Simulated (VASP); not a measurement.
Write the native input for VASP 6.6.1 that does the following.

| Quantity | Value |
| --- | --- |
| Task | single point |
| Functional | PBEsol |
| Potentials or basis | VASP PAW PBE potentials, release 64 (Sn_d, O) |
| Cutoff | 520 eV |
| k mesh | 12 × 12 × 10 |
| Occupations | gaussian, width 0.15 eV |
| Spin | no spin polarisation |
| Dipole correction | no |
| Further INCAR settings | ALGO = Normal; EDIFF = 1e-07; NBANDS = 28 |

The structure of SnO lies in POSCAR:

```
SnO
1.0
    3.8020000000      0.0000000000      0.0000000000
    0.0000000000      3.8020000000      0.0000000000
    0.0000000000      0.0000000000      4.8360000000
Sn O
2 2
Direct
    0.0000000000      0.5000000000      0.2385000000
    0.5000000000      0.0000000000      0.7615000000
   -0.1578116781      0.0000000000      0.1240694789
    0.5000000000      0.5000000000      0.0000000000
```

This cell differs from its parent crystal: atom 3 (O) moved by (-0.600, +0.600) A along x and z.

These files were run (other wordings do the same):

INCAR

```
SYSTEM = SnO
PREC = Accurate
ENCUT = 520
EDIFF = 1E-7
ISMEAR = 0
SIGMA = 0.15
LREAL = .False.
LASPH = .True.
NELM = 80
ALGO = Normal
ISIF = 2
LWAVE = .False.
LCHARG = .False.
GGA = PS
NBANDS = 28
```

KPOINTS

```
Automatic mesh
0
Gamma
  12 12 10
  0 0 0
```

Potentials or basis: VASP PAW PBE potentials, release 64 (Sn_d, O).

The run is started by

```console
$ cat potpaw_PBE.64/Sn_d/POTCAR potpaw_PBE.64/O/POTCAR > POTCAR
$ mpirun -np 1 vasp_std > vasp.out
```

It gave:

* Pressure: 4.7 GPa
* Largest force: 1.947 eV/Å
* Band gap on the k mesh: zero (band 20 reaches 7.34 eV, above the bottom of band 21 at 6.51 eV)

Caveat: the cell differs from its parent crystal (atom 3 (O) moved by (-0.600, +0.600) A along x and z); the PAW data sets were made with another functional, which shifts forces and pressure a little; spin-orbit coupling is left out, which moves the levels of the heavy elements.

Wall time 4.5 min on 1 thread of Intel(R) Xeon(R) 6975P-C (Granite Rapids), with other jobs on the host, peak memory 0.7 GiB.
